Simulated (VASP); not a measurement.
# Mg24O23 (a cell with a defect) in VASP: further runs

Runs on Mg24O23 (a cell with a defect). Level: PBE. Tasks: single point.

Program: VASP 6.6.1. These are calculated values, not measurements. Logs are shortened: lines on timing, memory, paths and dates and some standing lists are left out, and cuts for length are marked.

### Step 1. The cell of the first run

The cell holds a defect, 47 atoms: a = 7.343 Å, b = 7.343 Å, c = 11.263 Å, α = 102.18°, β = 102.18°, γ = 110.64°.

### Step 2. Single point, PBE, collinear spin

INCAR

```
PREC     = Accurate       # precision mode
ENCUT    = 520            # plane-wave cutoff, eV
EDIFF    = 1E-7           # SCF threshold, eV
ISMEAR   = 0              # smearing method
SIGMA    = 0.05           # smearing width, eV
LREAL    = Auto         
LASPH    = T              # aspherical terms in the spheres
NELM     = 150            # most SCF steps
ALGO     = Normal         # electronic algorithm
ISIF     = 2              # what is computed and relaxed
LWAVE    = F              # write WAVECAR
LCHARG   = F              # write CHGCAR
ISPIN    = 2              # spin polarisation
MAGMOM   = 0.5 0.5 0 0 0 0 0 0 0 0 0 0 0.5 0 0 0.5 0 0 0 0 0 0 0.5 0 0 0 0 0 0 0 0 0 0 0 0 0 0 0 0 0 0 0 0 0 0 0 0 # initial moments
LORBIT   = 11             # projections on sites
GGA      = PE             # functional
NBANDS   = 126            # bands
LUSENCCL = F
```

KPOINTS

```
regular mesh
0
Gamma
  2 2 2
```

POSCAR

```
Mg24O23
1.0
    5.2295670000     -3.0192920000     -4.1780410000
   -5.2295670000      3.0192920000     -4.1780410000
    5.2295670000      9.0578750000      4.1780400000
Mg O
24 23
Direct
    0.7859761042      0.6203234552      0.1670638892
    0.2962961881      0.1304545819      0.1670789426
    0.6249914308      0.9583541074      0.3336765718
    0.1248318743      0.4583173651      0.3336156179
    0.4577392635      0.2912588146      0.5005257731
    0.9587826091      0.7924289451      0.5005611541
    0.2918134585      0.6244879945      0.6667356017
    0.7918204003      0.1245577426      0.6668282343
    0.1242541614      0.9576664477      0.8335213888
    0.6255049079      0.4587852104      0.8335300440
    0.9579938240      0.2914288488     -0.0001119673
    0.4581864082      0.7914248381     -0.0000053956
    0.8761026457      0.0401278839      0.1666645836
    0.3730256823      0.5435183917      0.1669208003
    0.7087448011      0.3754891444      0.3343301344
    0.2066019057      0.8752461164      0.3322712247
    0.5417502032      0.7082359409      0.5004443608
    0.0415273348      0.2074414374      0.4993898132
    0.3756753648      0.0411760868      0.6672449751
    0.8752993052      0.5407953764      0.6666125467
    0.2081312613      0.3745142847      0.8331108574
    0.7090239187      0.8747553039      0.8341999752
    0.0415147823      0.7101689142      0.0019544434
    0.5410576409      0.2079268878     -0.0003041146
    0.5407682141      0.3755530629      0.1670327732
    0.8739392148      0.2090001675      0.3332207933
    0.3747979287      0.7086559474      0.3341271584
    0.7083410039      0.5413622594      0.5003342530
    0.2091432559      0.0413725952      0.5008880560
    0.5421357059      0.8745741359      0.6672646234
    0.0418281357      0.3742700804      0.6664585133
    0.3751599812      0.2080301174      0.8337176218
    0.8754397710      0.7073610939      0.8331357680
    0.2077866350      0.5413796618     -0.0005192663
    0.7071893613      0.0423246541      0.0002055508
    0.6256507238      0.7916299595      0.1669369378
    0.1246687170      0.2906415935      0.1667374401
    0.4569037473      0.1245507720      0.3329742206
    0.9578570798      0.6259040454      0.3329292180
    0.2915136598      0.4580403036      0.5000888234
    0.7916544664      0.9582687151      0.5002344106
    0.1252641464      0.7913871761      0.6670943466
    0.6252386962      0.2913877579      0.6670622959
    0.9582951490      0.1246312513      0.8335178250
    0.4584897834      0.6246772259      0.8334563444
    0.7920214728      0.4597403193      0.0011903530
    0.2912040987      0.9586771228      0.0010940938
```

Potentials or basis: VASP PAW PBE potentials, release 64 (Mg, O).

Launch:

```bash
$ cat potpaw_PBE.64/Mg/POTCAR potpaw_PBE.64/O/POTCAR > POTCAR
$ mpirun -np 1 vasp_std > vasp.out
```

OUTCAR:

```text
PREC = Accurate
   ENCUT = 520
   EDIFF = 1E-7
   ISMEAR = 0
   LREAL = Auto
   LASPH = T
   NELM = 150
   ISIF = 2
   ISPIN = 2
   LORBIT = 11
   GGA = PE

 ion  position               nearest neighbor table
   1  0.786  0.620  0.167-  36 2.00  39 2.01  46 2.01  25 2.05  15 2.87  24 2.88  14 2.88  13 2.92
                            23 2.92  16 2.92   3 3.48  12 3.48   6 3.49  10 3.49   4 3.49  11 3.49
   2  0.296  0.130  0.167-  37 2.00  38 2.01  47 2.01  25 2.05  24 2.88  15 2.88  14 2.88  13 2.92
                            23 2.92  16 2.92   4 3.48  11 3.49   5 3.49   9 3.49   3 3.49  12 3.49
   3  0.625  0.958  0.334-  41 2.01  36 2.02  38 2.02  26 2.09  27 2.09  14 2.89  18 2.90  15 2.90
                            17 2.90  13 2.91  16 2.91   1 3.48   8 3.48   6 3.49   5 3.49  12 3.49
   4  0.125  0.458  0.334-  40 2.01  37 2.02  39 2.02  27 2.09  26 2.09  14 2.89  18 2.90  15 2.90
                            17 2.90  13 2.91  16 2.91   2 3.48   7 3.48   5 3.49   6 3.49  11 3.49
   5  0.458  0.291  0.501-  40 2.01  43 2.01  38 2.02  29 2.08  28 2.09  18 2.89  19 2.90  15 2.90
                            17 2.90  20 2.90  16 2.90   7 3.48  10 3.48   4 3.49   2 3.49   3 3.49
   6  0.959  0.792  0.501-  41 2.01  42 2.01  39 2.02  29 2.08  28 2.09  18 2.89  15 2.90  19 2.90
                            17 2.90  20 2.90  16 2.90   8 3.48   9 3.48   3 3.49   1 3.49   4 3.49
   7  0.292  0.624  0.667-  40 2.01  45 2.01  42 2.01  30 2.09  31 2.09  17 2.90  21 2.90  19 2.90
                            20 2.90  18 2.91  22 2.91   5 3.48  10 3.48   4 3.48  12 3.49   6 3.49
   8  0.792  0.125  0.667-  41 2.01  44 2.01  43 2.01  31 2.09  30 2.09  21 2.90  17 2.90  20 2.90
                            19 2.90  22 2.91  18 2.91   6 3.48   9 3.48  11 3.48   3 3.48   5 3.49
   9  0.124  0.958  0.834-  44 2.01  42 2.01  47 2.02  33 2.08  32 2.09  22 2.89  24 2.90  20 2.90
[... 52 lines left out ...]
  46  0.792  0.460  0.001-   1 2.01  10 2.02  11 2.02  23 2.09  24 2.09
  47  0.291  0.959  0.001-   2 2.01  12 2.02   9 2.02  23 2.09  24 2.09

  LATTYP: Found a face centered orthorhombic cell.
 ALAT       =     8.3560820000
 B/A-ratio  =     1.4453146517
 C/A-ratio  =     2.5033582376

  Lattice vectors:

 A1 = (   0.0000000000,  12.0771670000,  -0.0000010000)
 A2 = (   5.2295670000,   9.0578750000,  -4.1780420000)
 A3 = (  -5.2295670000,   3.0192920000,  -4.1780410000)

Analysis of symmetry for initial positions (statically):
=====================================================================
 Subroutine PRICEL returns:
 Original cell was already a primitive cell.

 Routine SETGRP: Setting up the symmetry group for a
 face centered orthorhombic supercell.

 Subroutine GETGRP returns: Found  1 space group operations
 (whereof  1 operations were pure point group operations)
 out of a pool of  8 trial point group operations.

The static configuration has the point symmetry C_1 .

Analysis of symmetry for dynamics (positions and initial velocities):
=====================================================================
 Subroutine PRICEL returns:
 Original cell was already a primitive cell.

 Routine SETGRP: Setting up the symmetry group for a
 face centered orthorhombic supercell.

 Subroutine GETGRP returns: Found  1 space group operations
 (whereof  1 operations were pure point group operations)
 out of a pool of  8 trial point group operations.

The dynamic configuration has the point symmetry C_1 .

Analysis of structural, dynamic, and magnetic symmetry:
=====================================================================
 Subroutine PRICEL returns:
 Original cell was already a primitive cell.

 Routine SETGRP: Setting up the symmetry group for a
 face centered orthorhombic supercell.

 Subroutine GETGRP returns: Found  1 space group operations
 (whereof  1 operations were pure point group operations)
 out of a pool of  8 trial point group operations.

The overall configuration has the point symmetry C_1 .

 Subroutine INISYM returns: Found  1 space group operations
 (whereof  1 operations are pure point group operations),
 and found     1 'primitive' translations

----------------------------------------------------------------------------------------
[... 163 lines left out ...]
   LASPH  =      T    aspherical Exc in radial PAW
   ENCUT  =  520.0 eV  38.22 Ry    6.18 a.u.  13.65 13.65 20.94*2*pi/ulx,y,z
   NELM   =    150;   NELMIN=  2; NELMDL= -5     # of ELM steps
   EDIFF  = 0.1E-06   stopping-criterion for ELM
   LREAL  =      T    real-space projection
   EDIFFG = 0.1E-05   stopping-criterion for IOM
   NSW    =      0    number of steps for IOM
   IBRION =     -1    ionic relax: 0-MD 1-quasi-New 2-CG
   NFREE  =      0    steps in history (QN), initial steepest desc. (CG)
   ISIF   =      2    stress and relaxation
   ISYM   =      2    0-nonsym 1-usesym 2-fastsym
   POTIM  = 0.5000    time-step for ionic-motion
   TEBEG  =    0.0;   TEEND  =   0.0 temperature during run
   PSTRESS=    0.0 pullay stress
   NELECT =     186.0000    total number of electrons
   NUPDOWN=      -1.0000    fix difference up-down
   EMIN   =  10.00;   EMAX   =-10.00  energy-range for DOS
   EFERMI =   0.00;   METHOD = LEGACY
   ISMEAR =     0;   SIGMA  =   0.05  broadening in eV -4-tet -1-fermi 0-gaus
   EFERMI_NEDOS =   21; number of points for ismear=-14 and -15
   IALGO  =     38    algorithm
   IMIX   =      4    mixing-type and parameters
     AMIX     =   0.40;   BMIX     =  1.00
     AMIX_MAG =   1.60;   BMIX_MAG =  1.00
  volume/ion in A,a.u.               =      11.23        75.78
  Fermi-wavevector in a.u.,A,eV,Ry     =   1.156382  2.185245 18.193973  1.337219
  Thomas-Fermi vector in A             =   2.293003
   LORBIT       =     11    0 simple, 1 ext, 2 COOP (PROOUT), +10 PAW based schemes
   GGA     = PE    functional components
   LHFCALC =     F    Hartree Fock is set to
   AEXX    =    0.0000 exact exchange contribution
   IVDW    =     0    specifies the selected vdW correction
   LEPSILON=     F    determine dielectric tensor
   LRPA    =     F    only Hartree local field effects (RPA)
 spin polarized calculation
 Gauss-broadening in eV      SIGMA  =   0.05
  energy-cutoff  :      520.00
  volume of cell :      527.76
 maximum number of plane-waves:     14248
 NGX is ok and might be reduce to    56
   NGX = 27   NGY = 27   NGZ = 41

 number of electron     185.9999973 magnetization       0.0000310

 number of electron     185.9999973 magnetization      -0.0000368

 Free energy of the ion-electron system (eV)
  ---------------------------------------------------
  ext. energy  EPLUGINS =         0.00000000
  ---------------------------------------------------
  free energy    TOTEN  =      -272.58564350 eV

  energy without entropy =     -272.58564350  energy(sigma->0) =     -272.58564350

 E-fermi :   4.4317     XC(G=0): -10.0196

 val. band max:        4.1281284608   @ k =   0.5000   0.5000   0.5000
 cond. band min:       5.9669416976   @ k =   0.0000   0.0000   0.5000
 fundamental gap:      1.8388132368
 Fermi energy:         4.4316909479

 spin component 1

 k-point     1 :       0.0000    0.0000    0.0000
  band No.  band energies     occupation
      1     -15.0015      1.00000
      2     -14.6651      1.00000
      3     -14.6382      1.00000
      4     -14.3402      1.00000
      5     -14.2194      1.00000
      6     -14.2150      1.00000
[... 853 lines left out ...]
    104       9.0077      0.00000
    105       9.0445      0.00000
 Fermi energy:         4.4316909479

 spin component 2

 k-point     1 :       0.0000    0.0000    0.0000
  band No.  band energies     occupation
      1     -15.0015      1.00000
      2     -14.6651      1.00000
      3     -14.6382      1.00000
      4     -14.3402      1.00000
      5     -14.2194      1.00000
      6     -14.2150      1.00000
[... 853 lines left out ...]
    104       9.0077      0.00000
    105       9.0445      0.00000
 [bands above 105 left out]

------------------------ aborting loop because EDIFF is reached ----------------------------------------

  FORCE on cell =-STRESS in cart. coord.  units (eV):
  Direction    XX          YY          ZZ          XY          YZ          ZX
  --------------------------------------------------------------------------------------
  -------------------------------------------------------------------------------------
  Total       12.8402481     12.8140714     16.9769474     -0.0477668      0.0059034     -0.0081483
  in kB       38.9807779     38.9013100     51.5390833     -0.1450117      0.0179217     -0.0247369
  external PRESSURE =      43.1403904 kB  Pullay stress =       0.0000000 kB

 VOLUME and BASIS-vectors are now :
 -----------------------------------------------------------------------------
  energy-cutoff  :      520.00
  volume of cell :      527.76
      direct lattice vectors                 reciprocal lattice vectors
     5.229567000 -3.019292000 -4.178041000     0.095610204 -0.000000010 -0.119673311
    -5.229567000  3.019292000 -4.178041000    -0.047805107  0.082800865 -0.119673311
     5.229567000  9.057875000  4.178040000     0.047805109  0.082800875  0.000000000

 POSITION                                       TOTAL-FORCE (eV/Angst)
 -----------------------------------------------------------------------------------
      1.73996      1.01309     -5.17758         0.009293     -0.020071      0.009435
      1.74103      1.01266     -1.08492         0.006499     -0.013451     -0.011547
      0.00164      4.02892     -5.22117        -0.005930      0.013409     -0.000379
      0.00068      4.02874     -1.04256        -0.001420      0.003919      0.003706
      3.48815      4.03105     -1.03813         0.006924      0.003729      0.005633
      3.48768      4.03175     -5.22527         0.014711      0.007958     -0.006891
[... 39 lines left out ...]
      1.74391     -0.99247     -5.22494        -0.001089      0.002726      0.006753
     -3.48487      2.02521     -5.21748        -0.006658      0.017188      0.006875
 -----------------------------------------------------------------------------------
    total drift:                                0.010117      0.007070      0.001069

  FREE ENERGIE OF THE ION-ELECTRON SYSTEM (eV)
  ---------------------------------------------------
  free  energy   TOTEN  =      -272.5856435046 eV

  energy  without entropy=     -272.5856435046  energy(sigma->0) =     -272.58564350

 total charge

# of ion       s       p       d       tot
------------------------------------------
    1        0.167   0.186   0.075   0.429
    2        0.167   0.186   0.075   0.429
    3        0.158   0.185   0.080   0.423
    4        0.158   0.185   0.080   0.423
    5        0.158   0.185   0.081   0.424
    6        0.158   0.185   0.081   0.424
[... 39 lines left out ...]
   46        1.548   3.551   0.000   5.099
   47        1.548   3.551   0.000   5.099
--------------------------------------------------
tot         39.384  86.233   1.889 127.505

 magnetization (x)

# of ion       s       p       d       tot
------------------------------------------
    1       -0.000  -0.000  -0.000  -0.000
    2       -0.000  -0.000  -0.000  -0.000
    3        0.000  -0.000   0.000  -0.000
    4        0.000  -0.000  -0.000  -0.000
    5       -0.000  -0.000  -0.000  -0.000
    6       -0.000  -0.000  -0.000  -0.000
[... 39 lines left out ...]
   46        0.000   0.000   0.000   0.000
   47        0.000   0.000   0.000   0.000
--------------------------------------------------
tot          0.000   0.000  -0.000   0.000
```

Wall time 2.8 min (1 × NVIDIA H100 80GB with 1 thread of AMD EPYC 7R13 (Zen 3), shared host); peak memory 2 GiB.

Results:

```yaml
Free_energy: -272.5856 eV
Pressure: 4.3 GPa
Largest_force: 0.029 eV/Å
Band_gap_on_the_k_mesh: 1.84 eV
Net_moment: 0.00 μB per cell
Valence_electrons_inside_the_program's_atomic_spheres: Mg 0.43, 0.42, 0.41 (each value once); O 5.11, 5.10 (each value once)
```

Forces in eV/Å, atoms in the order of the input:
```
Mg   0.009 -0.020  0.009
Mg   0.006 -0.013 -0.012
Mg  -0.006  0.013  0.000
Mg  -0.001  0.004  0.004
Mg   0.007  0.004  0.006
Mg   0.015  0.008 -0.007
Mg  -0.001  0.020 -0.002
Mg  -0.004  0.013  0.000
Mg   0.005 -0.012  0.003
Mg  -0.003 -0.004  0.001
Mg  -0.004  0.003  0.000
Mg  -0.013 -0.012  0.003
Mg  -0.012  0.016 -0.004
Mg   0.002 -0.018  0.009
Mg  -0.016 -0.001  0.018
Mg  -0.002  0.005 -0.001
Mg   0.010  0.016  0.003
Mg   0.013  0.007 -0.003
Mg  -0.001  0.007  0.004
Mg   0.009  0.020 -0.007
Mg   0.006 -0.009 -0.006
Mg   0.002 -0.014  0.007
Mg  -0.002 -0.020  0.002
Mg   0.001  0.006 -0.008
O   -0.006  0.011 -0.013
O   -0.006 -0.009  0.003
O    0.013 -0.012 -0.009
O   -0.012 -0.014 -0.011
O   -0.004 -0.007  0.003
O    0.000 -0.008 -0.008
O   -0.002 -0.014  0.003
O   -0.003  0.009 -0.003
O    0.003  0.015  0.005
O    0.013  0.010  0.004
O    0.020  0.017 -0.011
O   -0.006 -0.002  0.004
O   -0.003  0.007 -0.012
O   -0.001 -0.001 -0.011
O    0.013 -0.004  0.020
O   -0.009 -0.009 -0.003
O   -0.012 -0.021  0.008
O   -0.005 -0.020  0.000
O    0.005 -0.014 -0.001
O   -0.006  0.009 -0.005
O   -0.004  0.015  0.008
O   -0.001  0.003  0.007
O   -0.007  0.017  0.007
```

Levels at points of the mesh, in eV from the valence-band top:
Spin up:
```
           k point  band 90  band 91  band 92  band 93  band 94  band 95  band 96  band 97
(0.00, 0.00, 0.00)    -2.85    -2.77    -2.29    -0.51     1.94     2.81     3.41     3.91
(0.50, 0.00, 0.00)    -2.72    -2.68    -2.66    -0.14     2.41     2.89     3.14     3.49
(0.00, 0.50, 0.50)    -2.72    -2.68    -2.66    -0.14     2.41     2.89     3.14     3.49
(0.00, 0.50, 0.00)    -2.72    -2.68    -2.66    -0.14     2.41     2.89     3.14     3.49
(0.50, 0.00, 0.50)    -2.71    -2.68    -2.66    -0.14     2.41     2.89     3.14     3.49
(0.50, 0.50, 0.00)    -2.70    -2.70    -2.70    -0.02     2.53     3.22     3.49     3.58
(0.00, 0.00, 0.50)    -2.91    -2.55    -2.37    -0.34     1.84     2.89     3.41     3.56
(0.50, 0.50, 0.50)    -2.63    -2.63    -2.60     0.00     2.66     3.03     3.53     3.63
```
Spin down:
```
           k point  band 89  band 90  band 91  band 92  band 93  band 94  band 95  band 96  band 97  band 98
(0.00, 0.00, 0.00)    -2.92    -2.85    -2.77    -2.29    -0.51     1.94     2.81     3.41     3.91     3.99
(0.50, 0.00, 0.00)    -2.72    -2.72    -2.68    -2.66    -0.14     2.41     2.89     3.14     3.49     3.90
(0.00, 0.50, 0.50)    -2.72    -2.72    -2.68    -2.66    -0.14     2.41     2.89     3.14     3.49     3.90
(0.00, 0.50, 0.00)    -2.72    -2.72    -2.68    -2.66    -0.14     2.41     2.89     3.14     3.49     3.90
(0.50, 0.00, 0.50)    -2.73    -2.71    -2.68    -2.66    -0.14     2.41     2.89     3.14     3.49     3.90
(0.50, 0.50, 0.00)    -2.71    -2.70    -2.70    -2.70    -0.02     2.53     3.22     3.49     3.58     3.88
(0.00, 0.00, 0.50)    -2.93    -2.91    -2.55    -2.37    -0.34     1.84     2.89     3.41     3.56     3.94
(0.50, 0.50, 0.50)    -2.67    -2.63    -2.63    -2.60     0.00     2.66     3.03     3.53     3.63     3.93
```

Caveat: the k points lie up to 0.48 Å⁻¹ apart.

(Part 1 of 3 ends here.)
